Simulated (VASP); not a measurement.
Runs of VASP 6.6.1 on Al5Rh. The structure is that of space group F-43m (No. 216), or close to it. The cells are those of the table. The cell was built from a structure type or drawn by symmetry, and may not be a known phase.

| task | spin | cell | k mesh | cutoff (eV) | gap on the mesh (eV) | pressure (GPa) | relaxed volume (Å³/atom) | largest force (eV/Å) |
| --- | --- | --- | --- | --- | --- | --- | --- | --- |
| relaxation of cell and atoms | off | relaxed from a = 5.131 Å, angles 60.0°, 6 atoms | 10 × 10 × 10 | 600 | none | 0.0 | (a) | - |
| single point | collinear, ferromagnetic start | a = 5.131 Å, angles 60.0°, 6 atoms | 4 × 4 × 4 | 520 | none | 0.3 | - | 0.02 |
| single point | off | a = 5.131 Å, angles 60.0°, 6 atoms | 4 × 4 × 4 | 520 | none | 0.3 | - | 0.02 |
| relaxation of cell and atoms | off | relaxed from a = 4.976 Å, angles 60.0°, 6 atoms | 4 × 4 × 4 | 600 | none | 0.0 | 15.97 | 0.01 |
| single point | off | a = 5.132 Å, angles 60.0°, 6 atoms | 10 × 10 × 10 | 520 | none | 0.0 | - | 0.01 |

Alike in all rows: level PBE; potentials or basis VASP PAW PBE potentials, release 64 (Al, Rh_pv); smearing gaussian 0.1 eV.

Problem. Estimate the missing entries.

Solution. (a) 15.93.

Caveats: some runs use coarse meshes.

A k mesh can miss the band edges, and the runs leave out spin-orbit coupling on Rh.

A gap of «none» marks levels without a gap at the run's occupations.
